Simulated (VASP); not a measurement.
**BN: single point with HSE06**

BN:

```
CELL_PARAMETERS angstrom
2.54395 -0.03816 0.00000
-1.30502 2.22220 0.00000
0.00000 0.00000 4.20782
ATOMIC_POSITIONS crystal
B 0.33279 0.66678 0.00023
B 0.66721 0.33322 0.50023
N 0.33564 0.66687 0.37477
N 0.66436 0.33313 0.87477
```

This cell differs from its parent crystal: shear xy strain -3.0%.

* Program: VASP 6.6.1
* Task: single point
* Functional: HSE06
* Potentials or basis: VASP PAW PBE potentials, release 64 (B, N)
* Cutoff: 520 eV
* k mesh: 9 × 9 × 4
* Occupations: gaussian, width 0.01 eV
* Spin: no spin polarisation
* Dipole correction: no
* Grid for exact exchange (PRECFOCK): Normal
* Further INCAR settings: ALGO = Normal; EDIFF = 1e-06; NBANDS = 16
* Share of exact exchange: 0.25
* Screening parameter: 0.2079 1/Å

The pressure is -3.7 GPa, the largest force is 0.019 eV/Å and the band gap on the k mesh is 6.40 eV (least direct gap 9.61 eV).

Forces in eV/Å, atoms in the order of the input:
```
B    0.018 -0.001 -0.008
B   -0.018  0.001 -0.008
N    0.015 -0.001  0.008
N   -0.015  0.001  0.008
```

Stress tensor (GPa, compression positive):
```
-3.59 12.70  0.00
12.70 -3.17  0.00
 0.00  0.00 -4.40
```

Levels at points of the mesh, in eV from the valence-band top:
| k point | band 4 | band 5 | band 6 | band 7 | band 8 | band 9 | band 10 | band 11 | band 12 | band 13 |
| --- | --- | --- | --- | --- | --- | --- | --- | --- | --- | --- |
| (0.00, 0.00, 0.00) | -2.55 | -2.27 | -0.38 | -0.21 | 0.00 | 9.61 | 10.13 | 10.23 | 11.36 | 12.33 |
| (0.00, 0.00, 0.50) | -6.32 | -1.50 | -1.50 | -1.25 | -1.25 | 10.82 | 10.82 | 11.54 | 11.54 | 12.01 |

Run time: 17 min on 4 MPI ranks on Intel(R) Xeon(R) 6975P-C (Granite Rapids), on a shared host, peak memory 0.27 GiB a rank.

Caveat: the cell differs from its parent crystal (shear xy strain -3.0%); the cell stands under tension; the structure was generated, so it needn't be the stable form of BN; the PAW data sets were made with another functional, which shifts forces and pressure a little. A k mesh can miss the band edges.
